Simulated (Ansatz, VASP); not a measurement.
**Two plane-wave programs on RhCl**

```xyz
2
Lattice="3.4134 0.0000 0.0000 0.0000 3.4134 0.0000 0.0000 0.0000 3.4134" Properties=species:S:1:pos:R:3 pbc="T T T"
Rh    0.0000    0.0000    0.0000
Cl    1.7067    1.7067    1.7067
```

Alike in both runs: task relaxation of cell and atoms; functional PBE; k mesh 6 × 6 × 6; occupations gaussian, width 0.1 eV; collinear spin.

```csv
,VASP,Ansatz
version,VASP 6.6.1,Ansatz 0.2.0
potentials or method,"VASP PAW PBE potentials, release 64 (Rh_pv, Cl), cutoff 600 eV","scalar-relativistic, plane waves, PAW"
valence electrons in the cell,22,24
```

Ansatz gave:

- gap on the k mesh at the Fermi level, each at its own relaxed structure (eV): none
- net moment per atom (μB): 0.00
- relaxed volume (Å³/atom): 15.45
- relaxed cell length with the largest relative difference (Å): 3.138

Estimate VASP's values.

gap on the k mesh at the Fermi level, each at its own relaxed structure (eV): none; net moment per atom (μB): 0.00; relaxed volume (Å³/atom): 15.46; relaxed cell length with the largest relative difference (Å): 3.139.

A gap of «none» marks a metal or a gap that the smearing closes. VASP's potentials hold 22 valence electrons a cell and Ansatz's 24, so a difference there can come from the potentials and not from the codes. Ansatz's warnings: seeded moment not kept.

Noted on VASP's run: the volume moved by over 15 % at a fixed basis, so the end points are rough.
